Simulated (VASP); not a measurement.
**Si: single point with LDA**

Crystal: Si.

```xyz
2
Lattice="2.7010 2.7010 0.0000 -2.7010 2.7010 0.0000 0.0000 2.7010 2.7010" Properties=species:S:1:pos:R:3 pbc="T T T"
Si   -1.3505    4.0515    1.3505
Si    0.0000    0.0000    0.0000
```

```
Program             : VASP 6.6.1
Task                : single point
Functional          : LDA
Potentials or basis : VASP PAW LDA potentials, release 64 (Si)
Cutoff              : 520 eV
k mesh              : 12 × 12 × 12
Occupations         : fermi-dirac, width 0.05 eV
Spin                : no spin polarisation
```

The pressure is 0.0 GPa and the band gap on the k mesh is 0.44 eV, indirect (least direct gap 2.53 eV).

Levels at points of the mesh, in eV from the valence-band top:
```tsv
k point	band 1	band 2	band 3	band 4	band 5	band 6	band 7	band 8	band 9
(0.00, 0.00, 0.00)	-12.07	0.00	0.00	0.00	2.53	2.53	2.53	3.39	7.74
(0.50, 0.00, 0.00)	-9.69	-7.06	-1.21	-1.21	1.49	3.29	3.29	7.54	10.56
(0.50, 0.50, 0.00)	-7.87	-7.87	-2.89	-2.89	0.57	0.57	10.11	10.11	10.97
```

Wall time 22 s on 1 thread of Intel Xeon 6975P-C, with other jobs on the host, peak memory 0.15 GiB.

A k mesh can miss the band edges.
